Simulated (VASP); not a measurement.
# C (P6_3/mmc) in VASP: further runs

Runs on C. Level: PBEsol+D3(BJ). Tasks: single point.

Everything below comes from runs of VASP 6.6.1. Logs are shortened: lines on timing, memory, paths and dates and some standing lists are left out, and cuts for length are marked.

## 1. The cell of the first run

It takes space group P6_3/mmc (No. 194, hexagonal). The conventional cell has a = 2.538 Å, b = 2.538 Å, c = 6.023 Å, α = 90.00°, β = 90.00°, γ = 120.00°. Within 2.0 Å of C (site symmetry -6m2) lie 3 C at 1.47 Å. Within 2.0 Å of C (site symmetry -6m2) lie 3 C at 1.47 Å.

## 2. Single point, PBEsol+D3(BJ) (8.40 Å³/atom)

INCAR

```
PREC     = Accurate       # precision mode
ENCUT    = 520            # plane-wave cutoff, eV
EDIFF    = 1E-7           # SCF threshold, eV
ISMEAR   = 0              # smearing method
SIGMA    = 0.15           # smearing width, eV
LREAL    = False          # projectors in reciprocal space
LASPH    = True           # aspherical terms in the spheres
NELM     = 80             # most SCF steps
ALGO     = Normal         # electronic algorithm
ISIF     = 2              # what is computed and relaxed
LWAVE    = False          # write WAVECAR
LCHARG   = True           # write CHGCAR
GGA      = PS             # functional
IVDW     = 12             # dispersion correction
LELF     = True           # ELF
LVHAR    = True         
NBANDS   = 16             # bands
```

KPOINTS

```
regular mesh
0
Gamma
  21 21 8
```

POSCAR

```
C
1.0
    2.5382066016      0.0000000000      0.0000000000
   -1.2691033008      2.1981513971      0.0000000000
    0.0000000000      0.0000000000      6.0229104450
C
4
Direct
    0.0000000000      0.0000000000      0.0025000000
    0.0000000000      0.0000000000      0.5025000000
    0.3333333333      0.6666666667      0.0025000000
    0.6666666667      0.3333333333      0.5025000000
```

Potentials or basis: VASP PAW PBE potentials, release 64 (C).

Command:

```sh
$ cat potpaw_PBE.64/C/POTCAR > POTCAR
$ mpirun -np 1 vasp_std > vasp.out
```

OUTCAR:

```text
PREC = Accurate
   ENCUT = 520
   EDIFF = 1E-7
   ISMEAR = 0
   LREAL = False
   LASPH = True
   NELM = 80
   ISIF = 2
   GGA = PS
   IVDW = 12
 IVDW          = 12

 ion  position               nearest neighbor table
   1  0.000  0.000  0.002-   3 1.47   3 1.47   3 1.47
   2  0.000  0.000  0.502-   4 1.47   4 1.47   4 1.47
   3  0.333  0.667  0.002-   1 1.47   1 1.47   1 1.47
   4  0.667  0.333  0.502-   2 1.47   2 1.47   2 1.47

  LATTYP: Found a hexagonal cell.
 ALAT       =     2.5382066016
 C/A-ratio  =     2.3729000000

  Lattice vectors:

 A1 = (   2.5382066016,   0.0000000000,   0.0000000000)
 A2 = (  -1.2691033008,   2.1981513971,   0.0000000000)
 A3 = (   0.0000000000,   0.0000000000,   6.0229104450)

Analysis of symmetry for initial positions (statically):
=====================================================================
 Subroutine PRICEL returns:
 Original cell was already a primitive cell.

 Routine SETGRP: Setting up the symmetry group for a
 hexagonal supercell.

 Subroutine GETGRP returns: Found 24 space group operations
 (whereof  6 operations were pure point group operations)
 out of a pool of 24 trial point group operations.

The static configuration has the point symmetry C_3v.
 The point group associated with its full space group is D_6h.

Analysis of symmetry for dynamics (positions and initial velocities):
=====================================================================
 Subroutine PRICEL returns:
 Original cell was already a primitive cell.

 Routine SETGRP: Setting up the symmetry group for a
 hexagonal supercell.

 Subroutine GETGRP returns: Found 24 space group operations
 (whereof  6 operations were pure point group operations)
 out of a pool of 24 trial point group operations.

The dynamic configuration has the point symmetry C_3v.
 The point group associated with its full space group is D_6h.

 Subroutine INISYM returns: Found 24 space group operations
 (whereof  6 operations are pure point group operations),
 and found     1 'primitive' translations

----------------------------------------------------------------------------------------

                                     Primitive cell

  volume of cell :      33.6040

  direct lattice vectors                    reciprocal lattice vectors
     2.538206602  0.000000000  0.000000000     0.393978961  0.227463859  0.000000000
    -1.269103301  2.198151397  0.000000000     0.000000000  0.454927718  0.000000000
     0.000000000  0.000000000  6.022910445     0.000000000  0.000000000  0.166032686

[... 92 lines left out ...]
   NFREE  =      0    steps in history (QN), initial steepest desc. (CG)
   ISIF   =      2    stress and relaxation
   ISYM   =      2    0-nonsym 1-usesym 2-fastsym
   POTIM  = 0.5000    time-step for ionic-motion
   TEBEG  =    0.0;   TEEND  =   0.0 temperature during run
   PSTRESS=    0.0 pullay stress
   NELECT =      16.0000    total number of electrons
   NUPDOWN=      -1.0000    fix difference up-down
   EMIN   =  10.00;   EMAX   =-10.00  energy-range for DOS
   EFERMI =   0.00;   METHOD = LEGACY
   ISMEAR =     0;   SIGMA  =   0.15  broadening in eV -4-tet -1-fermi 0-gaus
   EFERMI_NEDOS =   21; number of points for ismear=-14 and -15
   IALGO  =     38    algorithm
   IMIX   =      4    mixing-type and parameters
     AMIX     =   0.40;   BMIX     =  1.00
     AMIX_MAG =   1.60;   BMIX_MAG =  1.00
  volume/ion in A,a.u.               =       8.40        56.69
  Fermi-wavevector in a.u.,A,eV,Ry     =   1.278354  2.415739 22.234494  1.634189
  Thomas-Fermi vector in A             =   2.410902
   LORBIT       =      0    0 simple, 1 ext, 2 COOP (PROOUT), +10 PAW based schemes
   GGA     = PS    functional components
   LHFCALC =     F    Hartree Fock is set to
   AEXX    =    0.0000 exact exchange contribution
   IVDW    =    12    specifies the selected vdW correction
   LEPSILON=     F    determine dielectric tensor
   LRPA    =     F    only Hartree local field effects (RPA)
 non-spin polarized calculation
 Gauss-broadening in eV      SIGMA  =   0.15
  energy-cutoff  :      520.00
  volume of cell :       33.60
 maximum number of plane-waves:       922
 NGX is ok and might be reduce to    20
   NGX =  9   NGY =  9   NGZ = 23

 number of electron      15.9999999 magnetization

 Free energy of the ion-electron system (eV)
  ---------------------------------------------------
  ext. energy  EPLUGINS =         0.00000000
  ---------------------------------------------------
  free energy    TOTEN  =       -38.22583762 eV

  energy without entropy =      -38.22499342  energy(sigma->0) =      -38.22541552

 E-fermi :   5.0141     XC(G=0): -11.0949

 val. band max:        5.0115400845   @ k =   0.3333   0.3333   0.2500
 cond. band min:       5.0144493094   @ k =   0.3333   0.3333   0.5000
 fundamental gap:      0.0029092249
 Fermi energy:         5.0140501023

 k-point     1 :       0.0000    0.0000    0.0000
  band No.  band energies     occupation
      1     -14.0502      2.00000
      2     -13.3520      2.00000
      3      -3.5268      2.00000
      4      -0.0944      2.00000
      5       2.0551      2.00000
      6       2.0551      2.00000
[... 433 lines left out ...]
      3      -2.0195      2.00000
      4      -1.8105      2.00000
      5      -1.7998      2.00000
      6      -0.2881      2.00000
[... 8 lines left out ...]
     15      16.2239      0.00000
     16      19.0687      0.00000

 [... further k-points ...]

------------------------ aborting loop because EDIFF is reached ----------------------------------------

 Edisp (eV)   -0.47713

 E8    (eV) :    -0.2317

  FORCE on cell =-STRESS in cart. coord.  units (eV):
  Direction    XX          YY          ZZ          XY          YZ          ZX
  --------------------------------------------------------------------------------------
  -------------------------------------------------------------------------------------
  Total      -8.34469    -8.34469     1.10798     0.00000    -0.00000     0.00000
  in kB    -397.85974  -397.85974    52.82629     0.00000    -0.00000     0.00000
  external pressure =     -247.63 kB  Pullay stress =        0.00 kB

 VOLUME and BASIS-vectors are now :
 -----------------------------------------------------------------------------
  energy-cutoff  :      520.00
  volume of cell :       33.60
      direct lattice vectors                 reciprocal lattice vectors
     2.538206602  0.000000000  0.000000000     0.393978961  0.227463859  0.000000000
    -1.269103301  2.198151397  0.000000000     0.000000000  0.454927718  0.000000000
     0.000000000  0.000000000  6.022910445     0.000000000  0.000000000  0.166032686

 POSITION                                       TOTAL-FORCE (eV/Angst)
 -----------------------------------------------------------------------------------
      0.00000      0.00000      0.01506        -0.000000      0.000000     -0.000000
      0.00000      0.00000      3.02651         0.000000      0.000000      0.000000
     -0.00000      1.46543      0.01506        -0.000000      0.000000     -0.000000
      1.26910      0.73272      3.02651         0.000000     -0.000000     -0.000000
 -----------------------------------------------------------------------------------
    total drift:                               -0.000000     -0.000000      0.000020

  FREE ENERGIE OF THE ION-ELECTRON SYSTEM (eV)
  ---------------------------------------------------
  free  energy   TOTEN  =       -38.7029642333 eV

  energy  without entropy=      -38.7021200401  energy(sigma->0) =      -38.70254214
```

Wall time 3 min (1 thread of Intel Xeon 8259CL, shared host); peak memory 0.22 GiB.

Results:

* Free energy: -38.7030 eV
* Pressure: -24.8 GPa
* Band gap on the k mesh: zero (bands 8 and 9 overlap by 0.11 eV)
* Dispersion energy per atom: -0.119 eV

Caveat: the cell stands under tension; the PAW data sets were made with another functional, which shifts forces and pressure a little.

## 3. Single point, PBEsol+D3(BJ) (8.40 Å³/atom)

INCAR

```
SYSTEM = C
PREC = Accurate
ENCUT = 520
EDIFF = 1E-6
ISMEAR = 0
SIGMA = 0.15
LREAL = .FALSE.
LASPH = .TRUE.
NELM = 60
ALGO = Normal
ISIF = 2
LWAVE = .FALSE.
LCHARG = .FALSE.
GGA = PS
IVDW = 12
NBANDS = 16
```

KPOINTS

```
regular mesh
0
G
  21 21 8
  0 0 0
```

POSCAR

```
C
1.0
    2.3801258001      0.0000000000      0.0000000000
   -1.1900629001      2.0612494071      0.0000000000
    0.0000000000      0.0000000000      6.8495260275
C
4
Direct
    0.0000000000      0.0000000000      0.0025000000
    0.0000000000      0.0000000000      0.5025000000
    0.3333333333      0.6666666667      0.0025000000
    0.6666666667      0.3333333333      0.5025000000
```

Potentials or basis: VASP PAW PBE potentials, release 64 (C).

Command:

```sh
$ cat potpaw_PBE.64/C/POTCAR > POTCAR
$ mpirun -np 1 vasp_std > vasp.out
```

Wall time 3 min (1 thread of Intel Xeon 8259CL, shared host); peak memory 0.22 GiB.

It converged, with:

| Quantity | Value |
| --- | --- |
| Free energy | -38.6702 eV |
| Pressure | 32.5 GPa |
| Band gap on the k mesh | zero (bands 8 and 9 overlap by 0.02 eV) |
| Dispersion energy per atom | -0.105 eV |

Stress tensor (GPa, compression positive):
```
49.38  0.00  0.00
 0.00 49.38  0.00
 0.00  0.00 -1.35
```

Levels at points of the mesh, in eV from the Fermi level:
| k point | band 4 | band 5 | band 6 | band 7 | band 8 | band 9 | band 10 | band 11 | band 12 | band 13 |
| --- | --- | --- | --- | --- | --- | --- | --- | --- | --- | --- |
| (0.00, 0.00, 0.00) | -7.45 | -2.92 | -2.92 | -2.91 | -2.91 | 3.48 | 9.02 | 9.02 | 9.06 | 9.06 |
| (0.00, 0.00, 0.50) | -8.40 | -2.91 | -2.91 | -2.91 | -2.91 | 5.97 | 5.97 | 9.04 | 9.04 | 9.04 |

Caveat: the cell stands under pressure; the PAW data sets were made with another functional, which shifts forces and pressure a little.

## 4. Single point, PBEsol+D3(BJ) (8.40 Å³/atom)

INCAR

```
ALGO = Normal
EDIFF = 1E-6
ENCUT = 520
GGA = PS
ISIF = 2
ISMEAR = 0
IVDW = 12
LASPH = True
LCHARG = False
LREAL = False
LWAVE = False
NBANDS = 16
NELM = 60
PREC = Accurate
SIGMA = 0.15
```

KPOINTS

```
k-points
0
Gamma
  21 21 8
```

POSCAR

```
C
1.0
    2.4578906921      0.0000000000      0.0000000000
   -1.2289453461      2.1285957791      0.0000000000
    0.0000000000      0.0000000000      6.4229599567
C
4
Direct
    0.0000000000      0.0000000000      0.0025000000
    0.0000000000      0.0000000000      0.5025000000
    0.3333333333      0.6666666667      0.0025000000
    0.6666666667      0.3333333333      0.5025000000
```

Potentials or basis: VASP PAW PBE potentials, release 64 (C).

Command:

```sh
$ cat potpaw_PBE.64/C/POTCAR > POTCAR
$ mpirun -np 1 vasp_std > vasp.out
```

OUTCAR:

```text
EDIFF = 1E-6
   ENCUT = 520
   GGA = PS
   ISIF = 2
   ISMEAR = 0
   IVDW = 12
   LASPH = True
   LREAL = False
   NELM = 60
   PREC = Accurate
 IVDW          = 12

 ion  position               nearest neighbor table
   1  0.000  0.000  0.002-   3 1.42   3 1.42   3 1.42
   2  0.000  0.000  0.502-   4 1.42   4 1.42   4 1.42
   3  0.333  0.667  0.002-   1 1.42   1 1.42   1 1.42
   4  0.667  0.333  0.502-   2 1.42   2 1.42   2 1.42

  LATTYP: Found a hexagonal cell.
[... 657 lines left out ...]

 E8    (eV) :    -0.2238

  FORCE on cell =-STRESS in cart. coord.  units (eV):
  Direction    XX          YY          ZZ          XY          YZ          ZX
  --------------------------------------------------------------------------------------
  -------------------------------------------------------------------------------------
  Total       0.26100     0.26100     0.18697    -0.00000     0.00000     0.00000
  in kB      12.44408    12.44408     8.91437    -0.00000     0.00000     0.00000
  external pressure =       11.27 kB  Pullay stress =        0.00 kB

 VOLUME and BASIS-vectors are now :
 -----------------------------------------------------------------------------
  energy-cutoff  :      520.00
  volume of cell :       33.60
      direct lattice vectors                 reciprocal lattice vectors
     2.457890692  0.000000000  0.000000000     0.406852918  0.234896642  0.000000000
    -1.228945346  2.128595779  0.000000000     0.000000000  0.469793283  0.000000000
     0.000000000  0.000000000  6.422959957     0.000000000  0.000000000  0.155691458

 POSITION                                       TOTAL-FORCE (eV/Angst)
 -----------------------------------------------------------------------------------
      0.00000      0.00000      0.01606        -0.000000      0.000000      0.000000
      0.00000      0.00000      3.22754         0.000000     -0.000000      0.000000
     -0.00000      1.41906      0.01606         0.000000     -0.000000     -0.000000
      1.22895      0.70953      3.22754        -0.000000      0.000000     -0.000000
 -----------------------------------------------------------------------------------
    total drift:                               -0.000000     -0.000000     -0.000004

  FREE ENERGIE OF THE ION-ELECTRON SYSTEM (eV)
  ---------------------------------------------------
  free  energy   TOTEN  =       -39.0097897467 eV

  energy  without entropy=      -39.0089369818  energy(sigma->0) =      -39.00936336
```

OSZICAR:

```text
N       E                     dE             d eps       ncg     rms          rms(c)
DAV:   1     0.263361421517E+02    0.26336E+02   -0.80160E+03  7680   0.940E+02
DAV:   2    -0.384394345324E+02   -0.64776E+02   -0.59043E+02 10904   0.183E+02
DAV:   3    -0.408819988215E+02   -0.24426E+01   -0.24309E+01  9992   0.326E+01
DAV:   4    -0.409007533886E+02   -0.18755E-01   -0.18748E-01  9728   0.343E+00
DAV:   5    -0.409010274293E+02   -0.27404E-03   -0.27403E-03  9696   0.392E-01    0.909E+00
DAV:   6    -0.391063262688E+02    0.17947E+01   -0.11594E+00  9328   0.694E+00    0.526E+00
DAV:   7    -0.385457825277E+02    0.56054E+00   -0.13941E+00  9552   0.774E+00    0.137E+00
DAV:   8    -0.385508605418E+02   -0.50780E-02   -0.74850E-02  9344   0.165E+00    0.304E-01
DAV:   9    -0.385495186613E+02    0.13419E-02   -0.20656E-03  9568   0.321E-01    0.843E-02
DAV:  10    -0.385496281283E+02   -0.10947E-03   -0.41627E-04  9064   0.134E-01    0.665E-02
DAV:  11    -0.385496146529E+02    0.13475E-04   -0.35318E-05  9640   0.404E-02    0.359E-03
DAV:  12    -0.385496151499E+02   -0.49706E-06   -0.11809E-06  8632   0.727E-03
   1 F= -.39009790E+02 E0= -.39009363E+02  d E =-.852765E-03
```

It took 2.5 min on 1 thread of Intel Xeon 8259CL, shared host; peak memory 0.22 GiB.

What came out:

```yaml
Free_energy: -39.0098 eV
Pressure: 1.1 GPa
Band_gap_on_the_k_mesh: zero (bands 8 and 9 overlap by 0.05 eV)
Dispersion_energy_per_atom: -0.115 eV
```

Stress tensor (GPa, compression positive):
```
1.24 0.00 0.00
0.00 1.24 0.00
0.00 0.00 0.89
```

Levels at points of the mesh, in eV from the Fermi level:
| k point | band 5 | band 6 | band 7 | band 8 | band 9 | band 10 | band 11 | band 12 |
| --- | --- | --- | --- | --- | --- | --- | --- | --- |
| (0.00, 0.00, 0.00) | -2.95 | -2.95 | -2.92 | -2.92 | 4.43 | 8.37 | 8.37 | 8.45 |
| (0.00, 0.00, 0.50) | -2.94 | -2.94 | -2.94 | -2.94 | 7.46 | 7.46 | 8.41 | 8.41 |

Caveat: the PAW data sets were made with another functional, which shifts forces and pressure a little.

## 5. Single point, PBEsol+D3(BJ) (8.40 Å³/atom)

INCAR

```
SYSTEM = C
PREC     = Accurate       ! precision mode
ENCUT    = 520            ! plane-wave cutoff, eV
EDIFF    = 1E-6           ! SCF threshold, eV
ISMEAR   = 0              ! smearing method
SIGMA    = 0.15           ! smearing width, eV
LREAL    = .FALSE.        ! projectors in reciprocal space
LASPH    = .TRUE.         ! aspherical terms in the spheres
NELM     = 60             ! most SCF steps
ALGO     = Normal         ! electronic algorithm
ISIF     = 2              ! what is computed and relaxed
LWAVE    = .FALSE.        ! write WAVECAR
LCHARG   = .FALSE.        ! write CHGCAR
GGA      = PS             ! functional
IVDW     = 12             ! dispersion correction
NBANDS   = 16             ! bands
```

KPOINTS

```
regular mesh
0
G
  21 21 8
  0 0 0
```

POSCAR

```
C
1.0
    2.4977101490      0.0000000000      0.0000000000
   -1.2488550745      2.1630804403      0.0000000000
    0.0000000000      0.0000000000      6.2197978130
C
4
Direct
    0.0000000000      0.0000000000      0.0025000000
    0.0000000000      0.0000000000      0.5025000000
    0.3333333333      0.6666666667      0.0025000000
    0.6666666667      0.3333333333      0.5025000000
```

Command:

```sh
$ cat potpaw_PBE.64/C/POTCAR > POTCAR
$ mpirun -np 1 vasp_std > vasp.out
```

Wall time 2.7 min (1 thread of Intel Xeon 8259CL, shared host); peak memory 0.23 GiB.

Results (log left out):

```yaml
Free_energy: -38.9329 eV
Pressure: -12.5 GPa
Band_gap_on_the_k_mesh: zero (bands 8 and 9 overlap by 0.07 eV)
Dispersion_energy_per_atom: -0.118 eV
```

Stress tensor (GPa, compression positive):
```
-20.18   0.00   0.00
  0.00 -20.18   0.00
  0.00   0.00   2.79
```

Levels at points of the mesh, in eV from the Fermi level:
```csv
k point,band 6,band 7,band 8,band 9,band 10,band 11
"(0.00, 0.00, 0.00)",-2.96,-2.91,-2.91,4.99,8.06,8.06
"(0.00, 0.00, 0.50)",-2.94,-2.94,-2.94,8.11,8.11,8.11
```

Caveat: the cell stands under tension; the PAW data sets were made with another functional, which shifts forces and pressure a little.

## 6. The runs side by side

```csv
cell,gap on the mesh (eV),pressure (GPa)
"a = 2.538, b = 2.538, c = 6.023 Å, angles 90.0, 90.0, 120.0°, 4 atoms",none,-24.8
"a = 2.380, b = 2.380, c = 6.850 Å, angles 90.0, 90.0, 120.0°, 4 atoms",none,32.5
"a = 2.458, b = 2.458, c = 6.423 Å, angles 90.0, 90.0, 120.0°, 4 atoms",none,1.1
"a = 2.498, b = 2.498, c = 6.220 Å, angles 90.0, 90.0, 120.0°, 4 atoms",none,-12.5
```

Alike in all rows: task single point; level PBEsol+D3(BJ); potentials or basis VASP PAW PBE potentials, release 64 (C); no spin polarisation; k mesh 21 × 21 × 8; cutoff (eV) 520; smearing gaussian 0.15 eV.

Caveats: the PAW data sets were made with another functional, which shifts forces and pressure a little; the cell stands under tension (at least some runs); the cell stands under pressure (at least some runs).

Absolute energies hang on the potentials; compare differences alone.
